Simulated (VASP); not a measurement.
# CdTe (I-4m2) in VASP: a series of runs

The runs below take CdTe through single point, with r2SCAN.

All numbers are computed with VASP 6.6.1; they aren't measurements. Logs are shortened: lines on timing, memory, paths and dates and some standing lists are left out, and cuts for length are marked.

## Step 1: The cell of the first run

The structure is tetragonal, space group I-4m2 (No. 119). The conventional cell has a = 4.636 Å, b = 4.636 Å, c = 6.392 Å, α = 90.00°, β = 90.00°, γ = 90.00°. Cd (site symmetry -4m2) has 4 Te at 2.82 Å within 3.7 Å. Te (site symmetry -4m2) has 4 Cd at 2.82 Å within 3.7 Å.

## Step 2: Single point, r2SCAN (strain -0.0250 x Voigt [0, 1, 0, 0, 0, 0])

Input file POSCAR:

```
CdTe
1.0
    0.0000000000      3.1959492083      3.2778966239
    3.2778966239      0.0000000000      3.2778966239
    3.2778966239      3.1959492083      0.0000000000
Cd Te
1 1
Direct
    0.0000000000      0.0000000000      0.0000000000
    0.7500000000      0.7500000000      0.7500000000
```

Input file INCAR.step1:

```
PREC = Accurate
ENCUT = 520
ISMEAR = 0
SIGMA = 0.05
LREAL = False
LASPH = True
NELM = 60
NBANDS = 16
GGA = PE
ALGO = Normal
EDIFF = 1E-4
LWAVE = True
LCHARG = False
```

Input file INCAR.step2:

```
PREC = Accurate
ENCUT = 520
EDIFF = 1E-6
ISMEAR = 0
SIGMA = 0.05
LREAL = False
LASPH = True
NELM = 60
ALGO = Normal
ISIF = 2
LWAVE = False
LCHARG = True
METAGGA = R2SCAN
LMIXTAU = True
LELF = True
LVHAR = True
NBANDS = 16
ISTART = 1
```

Input file KPOINTS:

```
regular mesh
0
Gamma
  8 8 8
```

Potentials or basis: VASP PAW PBE potentials, release 64 (Cd, Te).

The run is started by

```
> cat potpaw_PBE.64/Cd/POTCAR potpaw_PBE.64/Te/POTCAR > POTCAR
> cp INCAR.step1 INCAR
> mpirun -np 1 vasp_std > vasp.out
> cp INCAR.step2 INCAR
> mpirun -np 1 vasp_std > vasp.out
```

OUTCAR:

```text
PREC = Accurate
   ENCUT = 520
   EDIFF = 1E-6
   ISMEAR = 0
   LREAL = False
   LASPH = True
   NELM = 60
   ISIF = 2
   METAGGA = R2SCAN
   ISTART = 1

 ion  position               nearest neighbor table
   1  0.000  0.000  0.000-   2 2.82   2 2.82   2 2.82   2 2.82
   2  0.750  0.750  0.750-   1 2.82   1 2.82   1 2.82   1 2.82

  LATTYP: Found a body centered tetragonal cell.
 ALAT       =     4.6356458616
 C/A-ratio  =     1.3788582233

  Lattice vectors:

 A1 = (   0.0000000000,  -3.1959492083,   3.2778966239)
 A2 = (   0.0000000000,  -3.1959492083,  -3.2778966239)
 A3 = (   3.2778966239,   3.1959492083,   0.0000000000)

Analysis of symmetry for initial positions (statically):
=====================================================================
 Subroutine PRICEL returns:
 Original cell was already a primitive cell.

 Routine SETGRP: Setting up the symmetry group for a
 body centered tetragonal supercell.

 Subroutine GETGRP returns: Found  8 space group operations
 (whereof  8 operations were pure point group operations)
 out of a pool of 16 trial point group operations.

The static configuration has the point symmetry D_2d.

Analysis of symmetry for dynamics (positions and initial velocities):
=====================================================================
 Subroutine PRICEL returns:
 Original cell was already a primitive cell.

 Routine SETGRP: Setting up the symmetry group for a
 body centered tetragonal supercell.

 Subroutine GETGRP returns: Found  8 space group operations
 (whereof  8 operations were pure point group operations)
 out of a pool of 16 trial point group operations.

The dynamic configuration has the point symmetry D_2d.

 Subroutine INISYM returns: Found  8 space group operations
 (whereof  8 operations are pure point group operations),
 and found     1 'primitive' translations

----------------------------------------------------------------------------------------

                                     Primitive cell

  volume of cell :      68.6784

  direct lattice vectors                    reciprocal lattice vectors
     0.000000000  3.195949208  3.277896624    -0.152536842  0.156448043  0.152536842
     3.277896624  0.000000000  3.277896624     0.152536842 -0.156448043  0.152536842
     3.277896624  3.195949208  0.000000000     0.152536842  0.156448043 -0.152536842

  length of vectors
     4.578067018  4.635645862  4.578067018     0.266478830  0.266478830  0.266478830

  position of ions in fractional coordinates (direct lattice)
     0.000000000  0.000000000  0.000000000
     0.750000000  0.750000000  0.750000000

  ion indices of the primitive-cell ions
   primitive index   ion index
                 1           1
                 2           2

----------------------------------------------------------------------------------------

 KPOINTS: regular mesh

Automatic generation of k-mesh.
 Grid dimensions read from file:
 generate k-points for:    8    8    8

 Generating k-lattice:

  Cartesian coordinates                     Fractional coordinates (reciprocal lattice)
    -0.019067105  0.019556005  0.019067105     0.125000000  0.000000000 -0.000000000
     0.019067105 -0.019556005  0.019067105     0.000000000  0.125000000  0.000000000
     0.019067105  0.019556005 -0.019067105    -0.000000000  0.000000000  0.125000000

  Length of vectors
     0.033309854  0.033309854  0.033309854

  Shift w.r.t. Gamma in fractional coordinates (k-lattice)
     0.000000000  0.000000000  0.000000000

 Subroutine IBZKPT returns following result:
 ===========================================

 Found     59 irreducible k-points:

 Following reciprocal coordinates:
            Coordinates               Weight
  0.000000  0.000000  0.000000      1.000000
  0.125000  0.000000 -0.000000      8.000000
  0.250000  0.000000 -0.000000      8.000000
  0.375000  0.000000  0.000000      8.000000
  0.500000  0.000000 -0.000000      4.000000
  0.125000  0.125000  0.000000      4.000000
[... 16 lines left out ...]
  0.250000  0.000000  0.125000      8.000000
  0.375000  0.000000  0.125000      8.000000
 [... further k-points ...]
   k-points           NKPTS =     59   k-points in BZ     NKDIM =     59   number of bands    NBANDS=     16
   number of dos      NEDOS =    301   number of ions     NIONS =      2
   total plane-waves  NPLWV =  46656
   dimension x,y,z NGX =    36 NGY =   36 NGZ =   36
   dimension x,y,z NGXF=    72 NGYF=   72 NGZF=   72
   ions per type =               1   1
   NGX,Y,Z   is equivalent  to a cutoff of  13.07, 12.91, 13.07 a.u.
   NGXF,Y,Z  is equivalent  to a cutoff of  26.15, 25.82, 26.15 a.u.
 SYSTEM =  unknown system
   PREC   = accura    normal or accurate (medium, high low for compatibility)
   ISTART =      1    job   : 0-new  1-cont  2-samecut
   ICHARG =      0    charge: 1-file 2-atom 10-const
   ISPIN  =      1    spin polarized calculation?
   LNONCOLLINEAR =      F non collinear calculations
   LSORBIT =      F    spin-orbit coupling
   LASPH  =      T    aspherical Exc in radial PAW
   ENCUT  =  520.0 eV  38.22 Ry    6.18 a.u.   8.51  8.62  8.51*2*pi/ulx,y,z
   NELM   =     60;   NELMIN=  2; NELMDL=  0     # of ELM steps
   EDIFF  = 0.1E-05   stopping-criterion for ELM
   LREAL  =      F    real-space projection
   EDIFFG = 0.1E-04   stopping-criterion for IOM
   NSW    =      0    number of steps for IOM
   IBRION =     -1    ionic relax: 0-MD 1-quasi-New 2-CG
   NFREE  =      0    steps in history (QN), initial steepest desc. (CG)
   ISIF   =      2    stress and relaxation
   ISYM   =      2    0-nonsym 1-usesym 2-fastsym
   POTIM  = 0.5000    time-step for ionic-motion
   TEBEG  =    0.0;   TEEND  =   0.0 temperature during run
   PSTRESS=    0.0 pullay stress
   NELECT =      18.0000    total number of electrons
   NUPDOWN=      -1.0000    fix difference up-down
   EMIN   =  10.00;   EMAX   =-10.00  energy-range for DOS
   EFERMI =   0.00;   METHOD = LEGACY
   ISMEAR =     0;   SIGMA  =   0.05  broadening in eV -4-tet -1-fermi 0-gaus
   EFERMI_NEDOS =   21; number of points for ismear=-14 and -15
   IALGO  =     38    algorithm
   IMIX   =      4    mixing-type and parameters
     AMIX     =   0.40;   BMIX     =  1.00
     AMIX_MAG =   1.60;   BMIX_MAG =  1.00
  volume/ion in A,a.u.               =      34.34       231.73
[... 38 lines left out ...]
      3      -6.5138      2.00000
      4      -6.5077      2.00000
      5      -6.2359      2.00000
      6      -6.2329      2.00000
[... 8 lines left out ...]
     15      11.6554      0.00000
     16      11.9868      0.00000

 k-point     2 :       0.1250    0.0000   -0.0000
  band No.  band energies     occupation
      1      -9.3967      2.00000
      2      -6.5024      2.00000
      3      -6.4984      2.00000
      4      -6.4624      2.00000
      5      -6.2363      2.00000
      6      -6.2341      2.00000
[... 8 lines left out ...]
     15      10.9938      0.00000
     16      11.2226      0.00000

 k-point     3 :       0.2500    0.0000   -0.0000
  band No.  band energies     occupation
      1      -9.2535      2.00000
      2      -6.4771      2.00000
      3      -6.4722      2.00000
      4      -6.3005      2.00000
      5      -6.2344      2.00000
      6      -6.2338      2.00000
[... 8 lines left out ...]
     15      10.8748      0.00000
     16      11.0181      0.00000

 k-point     4 :       0.3750    0.0000    0.0000
  band No.  band energies     occupation
      1      -9.1122      2.00000
      2      -6.4558      2.00000
      3      -6.4496      2.00000
      4      -6.2318      2.00000
      5      -6.2274      2.00000
      6      -6.0331      2.00000
[... 8 lines left out ...]
     15      11.7480      0.00000
     16      11.8110      0.00000

 k-point     5 :       0.5000    0.0000   -0.0000
  band No.  band energies     occupation
      1      -9.0550      2.00000
      2      -6.4485      2.00000
      3      -6.4417      2.00000
      4      -6.2285      2.00000
      5      -6.2228      2.00000
      6      -5.8679      2.00000
[... 8 lines left out ...]
     15      12.7994      0.00000
     16      12.9799      0.00000

 k-point     6 :       0.1250    0.1250    0.0000
  band No.  band energies     occupation
      1      -9.3780      2.00000
      2      -6.4918      2.00000
      3      -6.4846      2.00000
      4      -6.4634      2.00000
      5      -6.2419      2.00000
      6      -6.2293      2.00000
[... 8 lines left out ...]
     15      11.0429      0.00000
     16      12.0251      0.00000

 k-point     7 :       0.2500    0.1250   -0.0000
  band No.  band energies     occupation
      1      -9.2637      2.00000
      2      -6.4713      2.00000
      3      -6.4600      2.00000
      4      -6.3475      2.00000
      5      -6.2398      2.00000
      6      -6.2251      2.00000
[... 8 lines left out ...]
     15      11.7178      0.00000
     16      11.9716      0.00000

 k-point     8 :       0.3750    0.1250    0.0000
  band No.  band energies     occupation
      1      -9.1225      2.00000
      2      -6.4511      2.00000
      3      -6.4359      2.00000
      4      -6.2549      2.00000
      5      -6.2238      2.00000
      6      -6.0840      2.00000
[... 8 lines left out ...]
     15      11.6874      0.00000
     16      12.3424      0.00000

 k-point     9 :       0.5000    0.1250    0.0000
  band No.  band energies     occupation
      1      -9.0383      2.00000
      2      -6.4394      2.00000
      3      -6.4266      2.00000
      4      -6.2386      2.00000
      5      -6.2250      2.00000
      6      -5.8555      2.00000
[... 8 lines left out ...]
     15      12.4078      0.00000
     16      12.8991      0.00000
[... 172 lines left out ...]
 k-point    19 :       0.5000    0.3750   -0.0000
  band No.  band energies     occupation
      1      -8.9549      2.00000
      2      -6.3737      2.00000
      3      -6.3536      2.00000
      4      -6.3096      2.00000
      5      -6.2098      2.00000
      6      -5.7635      2.00000
[... 8 lines left out ...]
     15      13.2975      0.00000
     16      14.1163      0.00000

 k-point    20 :      -0.3750    0.3750    0.0000
  band No.  band energies     occupation
      1      -8.9472      2.00000
      2      -6.3928      2.00000
      3      -6.3662      2.00000
      4      -6.2788      2.00000
      5      -6.2214      2.00000
      6      -5.6839      2.00000
[... 8 lines left out ...]
     15      12.1971      0.00000
     16      14.9292      0.00000

 k-point    21 :       0.5000    0.5000    0.0000
  band No.  band energies     occupation
      1      -8.9371      2.00000
      2      -6.3504      2.00000
      3      -6.3353      2.00000
      4      -6.3345      2.00000
      5      -6.2043      2.00000
      6      -5.7345      2.00000
[... 8 lines left out ...]
     15      13.3164      0.00000
     16      14.0676      0.00000

 k-point    22 :       0.1250    0.0000    0.1250
  band No.  band energies     occupation
      1      -9.3752      2.00000
      2      -6.4912      2.00000
      3      -6.4912      2.00000
      4      -6.4577      2.00000
      5      -6.2378      2.00000
      6      -6.2308      2.00000
[... 8 lines left out ...]
     15      11.1669      0.00000
     16      11.8060      0.00000

 k-point    23 :       0.2500    0.0000    0.1250
  band No.  band energies     occupation
      1      -9.2592      2.00000
      2      -6.4699      2.00000
      3      -6.4644      2.00000
      4      -6.3492      2.00000
      5      -6.2293      2.00000
      6      -6.2259      2.00000
[... 8 lines left out ...]
     15      11.7027      0.00000
     16      11.8773      0.00000

 k-point    24 :       0.3750    0.0000    0.1250
  band No.  band energies     occupation
      1      -9.1185      2.00000
      2      -6.4474      2.00000
      3      -6.4408      2.00000
      4      -6.2631      2.00000
      5      -6.2209      2.00000
      6      -6.0700      2.00000
[... 8 lines left out ...]
     15      11.7621      0.00000
     16      12.3758      0.00000

 [... further k-points ...]

------------------------ aborting loop because EDIFF is reached ----------------------------------------

  FORCE on cell =-STRESS in cart. coord.  units (eV):
  Direction    XX          YY          ZZ          XY          YZ          ZX
  --------------------------------------------------------------------------------------
  -------------------------------------------------------------------------------------
  Total        0.4746383      0.6382117      0.4746383      0.0000000      0.0000000      0.0000000
  in kB       11.0726851     14.8886380     11.0726851      0.0000000      0.0000000      0.0000000
  external PRESSURE =      12.3446694 kB  Pullay stress =       0.0000000 kB

 VOLUME and BASIS-vectors are now :
 -----------------------------------------------------------------------------
  energy-cutoff  :      520.00
  volume of cell :       68.68
      direct lattice vectors                 reciprocal lattice vectors
     0.000000000  3.195949208  3.277896624    -0.152536842  0.156448043  0.152536842
     3.277896624  0.000000000  3.277896624     0.152536842 -0.156448043  0.152536842
     3.277896624  3.195949208  0.000000000     0.152536842  0.156448043 -0.152536842

 POSITION                                       TOTAL-FORCE (eV/Angst)
 -----------------------------------------------------------------------------------
      0.00000      0.00000      0.00000         0.000000      0.000000      0.000000
      4.91684      4.79392      4.91684         0.000000     -0.000000      0.000000
 -----------------------------------------------------------------------------------
    total drift:                                0.000001      0.000001      0.000001

  FREE ENERGIE OF THE ION-ELECTRON SYSTEM (eV)
  ---------------------------------------------------
  free  energy   TOTEN  =       -46.6363202047 eV

  energy  without entropy=      -46.6363202047  energy(sigma->0) =      -46.63632020
```

Wall time 5.8 min (1 thread of Intel Xeon 8259CL, shared host); peak memory 0.26 GiB.

What came out:

| Quantity | Value |
| --- | --- |
| Free energy | -46.6363 eV |
| Pressure | 1.2 GPa |
| Band gap on the k mesh | 1.19 eV |

Stress tensor (GPa, compression positive):
```
1.11 0.00 0.00
0.00 1.49 0.00
0.00 0.00 1.11
```

Caveat: the cell differs from its parent crystal (strain -0.0250 x Voigt [0, 1, 0, 0, 0, 0]); the PAW data sets were made with another functional, which shifts forces and pressure a little; spin-orbit coupling is left out, which moves the levels of the heavy elements.

## Step 3: Single point, r2SCAN (strain +0.0250 x Voigt [0, 1, 0, 0, 0, 0])

Input file POSCAR:

```
CdTe
1.0
    0.0000000000      3.3598440395      3.2778966239
    3.2778966239      0.0000000000      3.2778966239
    3.2778966239      3.3598440395      0.0000000000
Cd Te
1 1
Direct
    0.0000000000      0.0000000000      0.0000000000
    0.7500000000      0.7500000000      0.7500000000
```

Input file INCAR.step1:

```
SYSTEM = CdTe
PREC = Accurate
ENCUT = 520
ISMEAR = 0
SIGMA = 0.05
LREAL = .False.
LASPH = .True.
NELM = 60
NBANDS = 16
GGA = PE
ALGO = Normal
EDIFF = 1E-4
LWAVE = .True.
LCHARG = .False.
```

Input file INCAR.step2:

```
SYSTEM = CdTe
PREC = Accurate
ENCUT = 520
EDIFF = 1E-6
ISMEAR = 0
SIGMA = 0.05
LREAL = .False.
LASPH = .True.
NELM = 60
ALGO = Normal
ISIF = 2
LWAVE = .False.
LCHARG = .False.
METAGGA = R2SCAN
LMIXTAU = .True.
NBANDS = 16
ISTART = 1
```

Input file KPOINTS:

```
regular mesh
0
Gamma
  8 8 8
  0 0 0
```

Potentials or basis: VASP PAW PBE potentials, release 64 (Cd, Te).

The run is started by

```
> cat potpaw_PBE.64/Cd/POTCAR potpaw_PBE.64/Te/POTCAR > POTCAR
> cp INCAR.step1 INCAR
> mpirun -np 1 vasp_std > vasp.out
> cp INCAR.step2 INCAR
> mpirun -np 1 vasp_std > vasp.out
```

It took 6 min on 1 thread of Intel Xeon 8259CL, shared host; peak memory 0.26 GiB.

Results (log left out):

| Quantity | Value |
| --- | --- |
| Free energy | -46.6397 eV |
| Pressure | -0.8 GPa |
| Band gap on the k mesh | 1.05 eV |

Stress tensor (GPa, compression positive):
```
-0.66  0.00  0.00
 0.00 -1.12  0.00
 0.00  0.00 -0.66
```

Levels at points of the mesh, in eV from the valence-band top:
| k point | band 6 | band 7 | band 8 | band 9 | band 10 | band 11 | band 12 | band 13 |
| --- | --- | --- | --- | --- | --- | --- | --- | --- |
| (0.00, 0.00, 0.00) | -8.16 | -0.08 | 0.00 | 0.00 | 1.05 | 5.04 | 5.04 | 5.05 |
| (0.50, 0.00, 0.00) | -7.84 | -4.19 | -0.79 | -0.67 | 2.13 | 5.52 | 5.65 | 7.32 |
| (0.50, 0.50, 0.00) | -7.69 | -4.05 | -1.79 | -1.76 | 2.90 | 2.94 | 9.15 | 9.37 |
| (0.50, 0.00, 0.50) | -7.73 | -4.17 | -1.67 | -1.67 | 3.04 | 3.09 | 8.97 | 9.48 |

Caveat: the cell differs from its parent crystal (strain +0.0250 x Voigt [0, 1, 0, 0, 0, 0]); the PAW data sets were made with another functional, which shifts forces and pressure a little; spin-orbit coupling is left out, which moves the levels of the heavy elements.

## Step 4: Single point, r2SCAN (strain +0.0500 x Voigt [0, 1, 0, 0, 0, 0])

Input file POSCAR:

```
CdTe
1.0
    0.0000000000      3.4417914551      3.2778966239
    3.2778966239      0.0000000000      3.2778966239
    3.2778966239      3.4417914551      0.0000000000
Cd Te
1 1
Direct
    0.0000000000      0.0000000000      0.0000000000
    0.7500000000      0.7500000000      0.7500000000
```

Input file INCAR.step1:

```
  ALGO = Normal
  EDIFF = 1E-4
  ENCUT = 520
  GGA = PE
  ISMEAR = 0
  LASPH = T
  LCHARG = F
  LREAL = F
  LWAVE = T
  NBANDS = 16
  NELM = 60
  PREC = Accurate
  SIGMA = 0.05
```

Input file INCAR.step2:

```
  ALGO = Normal
  EDIFF = 1E-6
  ENCUT = 520
  ISIF = 2
  ISMEAR = 0
  ISTART = 1
  LASPH = T
  LCHARG = F
  LMIXTAU = T
  LREAL = F
  LWAVE = F
  METAGGA = R2SCAN
  NBANDS = 16
  NELM = 60
  PREC = Accurate
  SIGMA = 0.05
```

Input file KPOINTS:

```
k-points
0
Gamma
  8 8 8
```

The run is started by

```
> cat potpaw_PBE.64/Cd/POTCAR potpaw_PBE.64/Te/POTCAR > POTCAR
> cp INCAR.step1 INCAR
> mpirun -np 1 vasp_std > vasp.out
> cp INCAR.step2 INCAR
> mpirun -np 1 vasp_std > vasp.out
```

Wall time 4.7 min (1 thread of Intel Xeon 8259CL, shared host); peak memory 0.26 GiB.

It converged, with:

| Quantity | Value |
| --- | --- |
| Free energy | -46.6207 eV |
| Pressure | -1.7 GPa |
| Band gap on the k mesh | 0.94 eV |

Stress tensor (GPa, compression positive):
```
-1.34  0.00  0.00
 0.00 -2.31  0.00
 0.00  0.00 -1.34
```

Levels at points of the mesh, in eV from the valence-band top:
| k point | band 5 | band 6 | band 7 | band 8 | band 9 | band 10 | band 11 | band 12 | band 13 | band 14 |
| --- | --- | --- | --- | --- | --- | --- | --- | --- | --- | --- |
| (0.00, 0.00, 0.00) | -8.15 | -8.14 | -0.17 | 0.00 | 0.00 | 0.94 | 5.03 | 5.03 | 5.06 | 7.72 |
| (0.50, 0.00, 0.00) | -8.13 | -7.84 | -4.08 | -0.84 | -0.61 | 2.06 | 5.45 | 5.70 | 7.26 | 8.83 |
| (0.50, 0.50, 0.00) | -8.12 | -7.69 | -3.93 | -1.78 | -1.72 | 2.81 | 2.94 | 9.02 | 9.09 | 9.40 |
| (0.50, 0.00, 0.50) | -8.12 | -7.76 | -4.15 | -1.55 | -1.55 | 3.12 | 3.17 | 8.69 | 9.33 | 9.33 |

Caveat: the cell differs from its parent crystal (strain +0.0500 x Voigt [0, 1, 0, 0, 0, 0]); the PAW data sets were made with another functional, which shifts forces and pressure a little; spin-orbit coupling is left out, which moves the levels of the heavy elements.

## Step 5: Overview

```tsv
cell	gap on the mesh (eV)	pressure (GPa)
a = 4.578, b = 4.636 Å, angles 59.6, 60.8, 59.6°, 2 atoms	1.19	1.2
a = 4.694, b = 4.636 Å, angles 60.4, 59.2, 60.4°, 2 atoms	1.05	-0.8
a = 4.753, b = 4.636 Å, angles 60.8, 58.4, 60.8°, 2 atoms	0.94	-1.7
```

Alike in all rows: task single point; level r2SCAN; potentials or basis VASP PAW PBE potentials, release 64 (Cd, Te); no spin polarisation; k mesh 8 × 8 × 8; cutoff (eV) 520; smearing gaussian 0.05 eV.

Caveats: the PAW data sets were made with another functional, which shifts forces and pressure a little; spin-orbit coupling is left out, which moves the levels of the heavy elements.

Absolute energies hang on the potentials; compare differences alone.
